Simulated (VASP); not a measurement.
# ZrN in VASP: single point with PBE+D3(BJ)

Aim: the single point of ZrN with PBE+D3(BJ).

Program: VASP 6.6.1. These are calculated values, not measurements. Logs are shortened: lines on timing, memory, paths and dates and some standing lists are left out, and cuts for length are marked.

### 1 The cell of the first run

The cell holds a slab with vacuum, 24 atoms: a = 6.448 Å, b = 6.448 Å, c = 24.215 Å, α = 90.00°, β = 90.00°, γ = 90.00°.

### 2 Single point, PBE+D3(BJ)

INCAR

```
  PREC = Accurate
  ENCUT = 520
  EDIFF = 1E-6
  ISMEAR = 0
  SIGMA = 0.1
  LREAL = Auto
  LASPH = T
  NELM = 80
  ALGO = Normal
  ISIF = 2
  LWAVE = F
  LCHARG = T
  LDIPOL = T
  IDIPOL = 3
  DIPOL = 0.5 0.5 0.425
  GGA = PE
  IVDW = 12
  LELF = T
  LVHAR = T
  LVACPOTAV = T
  NBANDS = 120
```

KPOINTS

```
Automatic mesh
0
Gamma
  3 3 1
```

POSCAR

```
ZrN
1.0
    6.4475937667      0.0000000000      0.0000000000
    0.0000000000      6.4475937667      0.0000000000
    0.0000000000      0.0000000000     24.2146372748
Zr N
12 12
Direct
    0.2500000000      0.2500000000      0.3303786841
    0.2500000000      0.7500000000      0.3303786841
    0.7500000000      0.2500000000      0.3303786841
    0.7500000000      0.7500000000      0.3303786841
    0.4989658019      0.5010931483      0.4240705419
    0.5016015719     -0.0004969038      0.4238564729
   -0.0001283290      0.4993470314      0.4223665708
   -0.0002949368     -0.0009987114      0.4246484622
    0.7475371236      0.7570862085      0.5267084680
    0.7521878550      0.2604299127      0.5138743424
    0.2231245789      0.6683736035      0.5546019022
    0.2547549253      0.2315345679      0.5245740155
    0.5000000000      0.5000000000      0.3303786841
    0.5000000000      0.0000000000      0.3303786841
    0.0000000000      0.5000000000      0.3303786841
    0.0000000000      0.0000000000      0.3303786841
    0.7496909756      0.7503863103      0.4228931612
    0.7503264390      0.2499747500      0.4237371700
    0.2500747435      0.7505467468      0.4170750615
    0.2500246798      0.2468174021      0.4232608588
   -0.0000812242      0.0133850980      0.5163226000
    0.0035724266      0.4991193973      0.5104229624
    0.5053238572      0.0007521186      0.5226988483
    0.4984722640      0.5034123886      0.5123782961
```

Potentials or basis: VASP PAW PBE potentials, release 64 (Zr_sv, N).

Run with:

```
> cat potpaw_PBE.64/Zr_sv/POTCAR potpaw_PBE.64/N/POTCAR > POTCAR
> mpirun -np 1 vasp_std > vasp.out
```

OUTCAR:

```text
PREC = Accurate
   ENCUT = 520
   EDIFF = 1E-6
   ISMEAR = 0
   LREAL = Auto
   LASPH = T
   NELM = 80
   ISIF = 2
   GGA = PE
   IVDW = 12
 IVDW          = 12

 ion  position               nearest neighbor table
   1  0.250  0.250  0.330-  20 2.25  14 2.28  15 2.28  16 2.28  13 2.28   7 3.19   5 3.22   6 3.22
                             2 3.22   3 3.22   2 3.22   3 3.22   8 3.23
   2  0.250  0.750  0.330-  19 2.10  14 2.28  15 2.28  16 2.28  13 2.28   7 3.19   5 3.21   6 3.22
                             8 3.22   4 3.22   1 3.22   1 3.22   4 3.22
   3  0.750  0.250  0.330-  18 2.26  14 2.28  15 2.28  16 2.28  13 2.28   7 3.18   6 3.21   5 3.22
                             1 3.22   4 3.22   4 3.22   1 3.22   8 3.23
   4  0.750  0.750  0.330-  17 2.24  14 2.28  15 2.28  16 2.28  13 2.28   7 3.19   6 3.21   5 3.22
                             8 3.22   3 3.22   2 3.22   3 3.22   2 3.22
   5  0.499  0.501  0.424-  24 2.14  13 2.27  19 2.28  17 2.28  18 2.29  20 2.29  10 3.13   2 3.21
                             6 3.21   4 3.22   1 3.22   7 3.22   3 3.22   7 3.23   6 3.23  12 3.38
   6  0.502  1.000  0.424-  14 2.26  17 2.27  20 2.27  18 2.28  19 2.29  23 2.39  10 3.19   4 3.21
                             3 3.21   8 3.21   5 3.21   2 3.22   1 3.22   5 3.23   8 3.24  12 3.27
   7  1.000  0.499  0.422-  22 2.13  15 2.23  18 2.27  17 2.29  19 2.29  20 2.29  10 3.14   3 3.18
                             1 3.19   4 3.19   2 3.19   5 3.22   8 3.22   8 3.23   5 3.23   9 3.43
   8  1.000  0.999  0.425-  21 2.22  20 2.27  17 2.27  18 2.28  19 2.28  16 2.28  10 3.17   6 3.21
                             4 3.22   7 3.22   2 3.22   7 3.23   3 3.23   1 3.23   6 3.24  12 3.29
   9  0.748  0.757  0.527-  23 2.22  24 2.32  21 2.33  22 2.38  17 2.51  11 3.19  10 3.22  10 3.26
                             6 3.34   8 3.34   5 3.39   7 3.43  11 3.50
  10  0.752  0.260  0.514-  18 2.18  22 2.24  21 2.26  24 2.27  23 2.32   5 3.13   7 3.14   8 3.17
                             6 3.19   9 3.22  12 3.22  12 3.26   9 3.26
  11  0.223  0.668  0.555-  22 2.08  24 2.31  21 2.81  12 2.92   9 3.19   9 3.50   7 3.68  12 3.71
                             5 3.78
  12  0.255  0.232  0.525-  21 2.17  23 2.20  24 2.37  22 2.39  20 2.46  11 2.92  10 3.22  10 3.26
                             6 3.27   8 3.29   5 3.38   7 3.44  11 3.71
  13  0.500  0.500  0.330-   5 2.27   2 2.28   3 2.28   4 2.28   1 2.28
  14  0.500  0.000  0.330-   6 2.26   2 2.28   3 2.28   4 2.28   1 2.28
  15  0.000  0.500  0.330-   7 2.23   2 2.28   3 2.28   4 2.28   1 2.28
  16  0.000  0.000  0.330-   1 2.28   2 2.28   3 2.28   4 2.28   8 2.28
  17  0.750  0.750  0.423-   4 2.24   6 2.27   8 2.27   5 2.28   7 2.29   9 2.51
  18  0.750  0.250  0.424-  10 2.18   3 2.26   7 2.27   6 2.28   8 2.28   5 2.29
  19  0.250  0.751  0.417-   2 2.10   5 2.28   8 2.28   6 2.29   7 2.29
  20  0.250  0.247  0.423-   1 2.25   8 2.27   6 2.27   7 2.29   5 2.29  12 2.46
  21  1.000  0.013  0.516-  12 2.17   8 2.22  10 2.26   9 2.33  11 2.81
  22  0.004  0.499  0.510-  11 2.08   7 2.13  10 2.24   9 2.38  12 2.39
  23  0.505  0.001  0.523-  12 2.20   9 2.22  10 2.32   6 2.39
  24  0.498  0.503  0.512-   5 2.14  10 2.27  11 2.31   9 2.32  12 2.37

  LATTYP: Found a simple tetragonal cell.
 ALAT       =     6.4475937667
 C/A-ratio  =     3.7556083945

  Lattice vectors:

 A1 = (   6.4475937667,   0.0000000000,   0.0000000000)
 A2 = (   0.0000000000,   6.4475937667,   0.0000000000)
 A3 = (   0.0000000000,   0.0000000000,  24.2146372748)

Analysis of symmetry for initial positions (statically):
=====================================================================
 Subroutine PRICEL returns:
 Original cell was already a primitive cell.

 Routine SETGRP: Setting up the symmetry group for a
 simple tetragonal supercell.

 Subroutine GETGRP returns: Found  1 space group operations
 (whereof  1 operations were pure point group operations)
 out of a pool of 16 trial point group operations.

The static configuration has the point symmetry C_1 .

Analysis of symmetry for dynamics (positions and initial velocities):
=====================================================================
 Subroutine PRICEL returns:
 Original cell was already a primitive cell.

 Routine SETGRP: Setting up the symmetry group for a
 simple tetragonal supercell.

 Subroutine GETGRP returns: Found  1 space group operations
 (whereof  1 operations were pure point group operations)
 out of a pool of 16 trial point group operations.

The dynamic configuration has the point symmetry C_1 .

 Subroutine INISYM returns: Found  1 space group operations
 (whereof  1 operations are pure point group operations),
 and found     1 'primitive' translations

----------------------------------------------------------------------------------------

                                     Primitive cell

  volume of cell :    1006.6380

  direct lattice vectors                    reciprocal lattice vectors
     6.447593767  0.000000000  0.000000000     0.155096620  0.000000000  0.000000000
     0.000000000  6.447593767  0.000000000     0.000000000  0.155096620  0.000000000
     0.000000000  0.000000000 24.214637275     0.000000000  0.000000000  0.041297336

  length of vectors
     6.447593767  6.447593767 24.214637275     0.155096620  0.155096620  0.041297336

  position of ions in fractional coordinates (direct lattice)
     0.250000000  0.250000000  0.330378684
     0.250000000  0.750000000  0.330378684
     0.750000000  0.250000000  0.330378684
     0.750000000  0.750000000  0.330378684
     0.498965802  0.501093148  0.424070542
     0.501601572  0.999503096  0.423856473
[... 16 lines left out ...]
     0.505323857  0.000752119  0.522698848
     0.498472264  0.503412389  0.512378296

  ion indices of the primitive-cell ions
   primitive index   ion index
                 1           1
                 2           2
                 3           3
                 4           4
                 5           5
                 6           6
[... 16 lines left out ...]
                23          23
                24          24

----------------------------------------------------------------------------------------

 KPOINTS: Automatic mesh

Automatic generation of k-mesh.
 Grid dimensions read from file:
 generate k-points for:    3    3    1

 Generating k-lattice:

  Cartesian coordinates                     Fractional coordinates (reciprocal lattice)
     0.051698873  0.000000000  0.000000000     0.333333333  0.000000000  0.000000000
     0.000000000  0.051698873  0.000000000     0.000000000  0.333333333  0.000000000
     0.000000000  0.000000000  0.041297336     0.000000000  0.000000000  1.000000000

  Length of vectors
     0.051698873  0.051698873  0.041297336

  Shift w.r.t. Gamma in fractional coordinates (k-lattice)
     0.000000000  0.000000000  0.000000000

 Subroutine IBZKPT returns following result:
 ===========================================

 Found      5 irreducible k-points:

 Following reciprocal coordinates:
            Coordinates               Weight
  0.000000  0.000000  0.000000      1.000000
  0.333333  0.000000  0.000000      2.000000
  0.000000  0.333333  0.000000      2.000000
  0.333333  0.333333  0.000000      2.000000
 -0.333333  0.333333  0.000000      2.000000
   k-points           NKPTS =      5   k-points in BZ     NKDIM =      5   number of bands    NBANDS=    120
   number of dos      NEDOS =    301   number of ions     NIONS =     24
   total plane-waves  NPLWV = 414720
   dimension x,y,z NGX =    48 NGY =   48 NGZ =  180
   dimension x,y,z NGXF=    96 NGYF=   96 NGZF=  360
   ions per type =              12  12
   NGX,Y,Z   is equivalent  to a cutoff of  12.38, 12.38, 12.36 a.u.
   NGXF,Y,Z  is equivalent  to a cutoff of  24.75, 24.75, 24.72 a.u.
 SYSTEM =  unknown system
   PREC   = accura    normal or accurate (medium, high low for compatibility)
   ISTART =      0    job   : 0-new  1-cont  2-samecut
   ICHARG =      2    charge: 1-file 2-atom 10-const
   ISPIN  =      1    spin polarized calculation?
   LNONCOLLINEAR =      F non collinear calculations
   LSORBIT =      F    spin-orbit coupling
   LASPH  =      T    aspherical Exc in radial PAW
   ENCUT  =  520.0 eV  38.22 Ry    6.18 a.u.  11.99 11.99 45.02*2*pi/ulx,y,z
   NELM   =     80;   NELMIN=  2; NELMDL= -5     # of ELM steps
   EDIFF  = 0.1E-05   stopping-criterion for ELM
   LREAL  =      T    real-space projection
   EDIFFG = 0.1E-04   stopping-criterion for IOM
   NSW    =      0    number of steps for IOM
   IBRION =     -1    ionic relax: 0-MD 1-quasi-New 2-CG
   NFREE  =      0    steps in history (QN), initial steepest desc. (CG)
   ISIF   =      2    stress and relaxation
   ISYM   =      2    0-nonsym 1-usesym 2-fastsym
   POTIM  = 0.5000    time-step for ionic-motion
   TEBEG  =    0.0;   TEEND  =   0.0 temperature during run
   PSTRESS=    0.0 pullay stress
   NELECT =     204.0000    total number of electrons
   NUPDOWN=      -1.0000    fix difference up-down
   EMIN   =  10.00;   EMAX   =-10.00  energy-range for DOS
   EFERMI =   0.00;   METHOD = LEGACY
   ISMEAR =     0;   SIGMA  =   0.10  broadening in eV -4-tet -1-fermi 0-gaus
   EFERMI_NEDOS =   21; number of points for ismear=-14 and -15
   IALGO  =     38    algorithm
   IMIX   =      4    mixing-type and parameters
     AMIX     =   0.40;   BMIX     =  1.00
     AMIX_MAG =   1.60;   BMIX_MAG =  1.00
  volume/ion in A,a.u.               =      41.94       283.05
  Fermi-wavevector in a.u.,A,eV,Ry     =   0.961599  1.817158 12.580922  0.924672
  Thomas-Fermi vector in A             =   2.090984
   LORBIT       =      0    0 simple, 1 ext, 2 COOP (PROOUT), +10 PAW based schemes
   GGA     = PE    functional components
   LHFCALC =     F    Hartree Fock is set to
   AEXX    =    0.0000 exact exchange contribution
   IVDW    =    12    specifies the selected vdW correction
   LEPSILON=     F    determine dielectric tensor
   LRPA    =     F    only Hartree local field effects (RPA)
 non-spin polarized calculation
 Gauss-broadening in eV      SIGMA  =   0.10
  energy-cutoff  :      520.00
  volume of cell :     1006.64
 maximum number of plane-waves:     27143
   NGX = 23   NGY = 23   NGZ = 91

 dipolmoment           0.000000      0.000000     -0.018960 electrons x Angstroem

 number of electron     203.9999987 magnetization

 dipolmoment           0.000000      0.000000      0.328617 electrons x Angstroem

 Free energy of the ion-electron system (eV)
  ---------------------------------------------------
  ext. energy  EPLUGINS =         0.00000000
  ---------------------------------------------------
  free energy    TOTEN  =      -232.81776859 eV

  energy without entropy =     -232.77334436  energy(sigma->0) =     -232.79555647

 E-fermi :   1.4074     XC(G=0):  -4.5648

 val. band max:        1.3348135481   @ k =  -0.3333   0.3333   0.0000
 cond. band min:       1.4876230710   @ k =   0.3333   0.0000   0.0000
 fundamental gap:      0.1528095229
 Fermi energy:         1.4073858614

 k-point     1 :       0.0000    0.0000    0.0000
  band No.  band energies     occupation
      1     -48.7671      2.00000
      2     -48.5376      2.00000
      3     -48.3188      2.00000
      4     -48.2900      2.00000
      5     -48.2435      2.00000
      6     -48.2053      2.00000
[... 106 lines left out ...]
    113       2.8730      0.00000
    114       3.0546      0.00000
[... 466 lines left out ...]
    113       2.7443      0.00000
    114       2.8265      0.00000
 [bands above 114 left out]

------------------------ aborting loop because EDIFF is reached ----------------------------------------

 Edisp (eV)   -6.71680

 E8    (eV) :    -3.1608

  FORCE on cell =-STRESS in cart. coord.  units (eV):
  Direction    XX          YY          ZZ          XY          YZ          ZX
  --------------------------------------------------------------------------------------
  -------------------------------------------------------------------------------------
  Total     -22.68145   -21.15164    -5.17047    -0.06367     1.87412     1.03145
  in kB     -36.10007   -33.66521    -8.22938    -0.10134     2.98286     1.64167
  external pressure =      -26.00 kB  Pullay stress =        0.00 kB

 VOLUME and BASIS-vectors are now :
 -----------------------------------------------------------------------------
  energy-cutoff  :      520.00
  volume of cell :     1006.64
      direct lattice vectors                 reciprocal lattice vectors
     6.447593767  0.000000000  0.000000000     0.155096620  0.000000000  0.000000000
     0.000000000  6.447593767  0.000000000     0.000000000  0.155096620  0.000000000
     0.000000000  0.000000000 24.214637275     0.000000000  0.000000000  0.041297336

 POSITION                                       TOTAL-FORCE (eV/Angst)
 -----------------------------------------------------------------------------------
      1.61190      1.61190      8.00000         0.071101     -0.147729      1.216410
      1.61190      4.83570      8.00000         0.011307     -0.059746      0.145020
      4.83570      1.61190      8.00000        -0.064888     -0.143737      1.558226
      4.83570      4.83570      8.00000        -0.057056      0.079053      1.183437
      3.21713      3.23085     10.26871         0.178202     -0.092730     -0.300158
      3.23412      6.44439     10.26353         0.044291     -0.038988      0.419919
[... 16 lines left out ...]
      3.25812      0.00485     12.65696         0.157338     -0.132784      0.530066
      3.21395      3.24580     12.40705        -0.753980      0.282752      2.421375
 -----------------------------------------------------------------------------------
    total drift:                               -0.000423     -0.002372      0.007916

  FREE ENERGIE OF THE ION-ELECTRON SYSTEM (eV)
  ---------------------------------------------------
  free  energy   TOTEN  =      -239.5345712332 eV

  energy  without entropy=     -239.4901469966  energy(sigma->0) =     -239.51235911

 vacuum level on the upper side and lower side of the slab         5.094         3.663
```

Wall time 22 min (1 thread of Intel Xeon Platinum 8488C (Sapphire Rapids), shared host); peak memory 1 GiB.

Results:

* Free energy: -239.5346 eV
* Largest force: 2.779 eV/Å
* Band gap on the k mesh: 0.15 eV (least direct gap 0.16 eV)
* Dispersion energy per atom: -0.280 eV

Forces in eV/Å, atoms in the order of the input:
```
Zr   0.071 -0.148  1.216
Zr   0.011 -0.060  0.145
Zr  -0.065 -0.144  1.558
Zr  -0.057  0.079  1.183
Zr   0.178 -0.093 -0.300
Zr   0.044 -0.039  0.420
Zr  -0.143  0.015  0.157
Zr  -0.092 -0.055 -0.050
Zr  -0.455  0.604 -2.674
Zr  -0.051 -0.631 -0.139
Zr   1.074  1.395 -2.064
Zr   0.077 -0.669 -2.152
N   -0.167  0.126 -1.044
N   -0.071 -0.110 -0.874
N    0.180  0.172 -1.218
N    0.064 -0.057 -0.914
N    0.029 -0.094  0.212
N   -0.036  0.063  0.032
N    0.027  0.119  0.030
N    0.023  0.080  0.013
N   -0.303 -1.072  1.377
N    0.255  0.368  2.135
N    0.157 -0.133  0.530
N   -0.754  0.283  2.421
```
